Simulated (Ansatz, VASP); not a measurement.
## One calculation of Te2Au, two programs

```
Te Au
1.0
     4.22354    0.00000    0.00000
    -2.11177    3.65769    0.00000
     0.00000    0.00000    5.18030
Te Au
2 1
Cartesian
  2.1118 1.2192 1.4953
  0.0000 2.4385 3.6850
  0.0000 0.0000 0.0000
```

Alike in both runs: task relaxation of cell and atoms; functional LDA; k mesh 12 × 12 × 8; occupations gaussian, width 0.1 eV; no spin polarisation.

|  | VASP | Ansatz |
| --- | --- | --- |
| version | VASP 6.6.1 | Ansatz 0.2.0 |
| potentials or method | VASP PAW LDA potentials, release 64 (Te, Au), cutoff 600 eV | scalar-relativistic, plane waves, PAW |
| valence electrons in the cell | 23 | 51 |

```csv
,VASP,Ansatz,Ansatz less VASP
"gap on the k mesh at the Fermi level, each at its own relaxed structure (eV)",none,none,-
relaxed volume (Å³/atom),24.86,24.82,-0.036
relaxed length of the cell vector where the two differ most in proportion (Å),4.127,4.125,-0.0022
```

LDA's correlation is that of Perdew and Zunger in VASP and of Perdew and Wang (1992) in Ansatz. A gap of «none» marks a metal or a gap that the smearing closes. VASP's potentials hold 23 valence electrons a cell and Ansatz's 51, so a difference there can come from the potentials and not from the codes.

Spin-orbit coupling is off throughout.
